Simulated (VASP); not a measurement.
Set up this calculation in VASP 6.6.1, as the native input.

* Task: single point
* Functional: PBEsol
* Potentials or basis: VASP PAW PBE potentials, release 64 (Al, O)
* Cutoff: 520 eV
* k mesh: 10 × 10 × 4
* Occupations: fermi-dirac, width 0.05 eV
* Spin: no spin polarisation
* Dipole correction: no
* Further INCAR settings: ALGO = Normal; EDIFF = 1e-06; NBANDS = 20

The structure of Al2O3 lies in POSCAR:

```
Al2O3
1.0
    2.8908318662      0.0000000000      0.0000000000
   -1.4454159331      2.5035338342      0.0000000000
    0.0000000000      0.0000000000      6.6694943821
Al O
2 3
Direct
    0.0000000000      0.0000000000      0.7465167024
    0.0000000000      0.0000000000      0.2534832976
    0.0000000000      0.0000000000      0.5000000000
    0.6666666667      0.3333333333      0.8365973584
    0.3333333333      0.6666666667      0.1634026416
```

The input as run:

INCAR

```
PREC = Accurate
ENCUT = 520
EDIFF = 1E-6
ISMEAR = -1
SIGMA = 0.05
LREAL = False
LASPH = True
NELM = 80
ALGO = Normal
ISIF = 2
LWAVE = False
LCHARG = False
GGA = PS
NBANDS = 20
```

KPOINTS

```
regular mesh
0
Gamma
  10 10 4
```

Potentials or basis: VASP PAW PBE potentials, release 64 (Al, O).

Run with:

```sh
$ cat potpaw_PBE.64/Al/POTCAR potpaw_PBE.64/O/POTCAR > POTCAR
$ mpirun -np 1 vasp_std > vasp.out
```

Results of the run:

* Pressure: 20.7 GPa
* Largest force: 0.107 eV/Å
* Band gap on the k mesh: 2.92 eV, direct

Caveat: the PAW data sets were made with another functional, which shifts forces and pressure a little.

Wall time 31 s on 1 thread of Intel(R) Xeon(R) Platinum 8488C (Sapphire Rapids), on a shared host, peak memory 0.18 GiB.
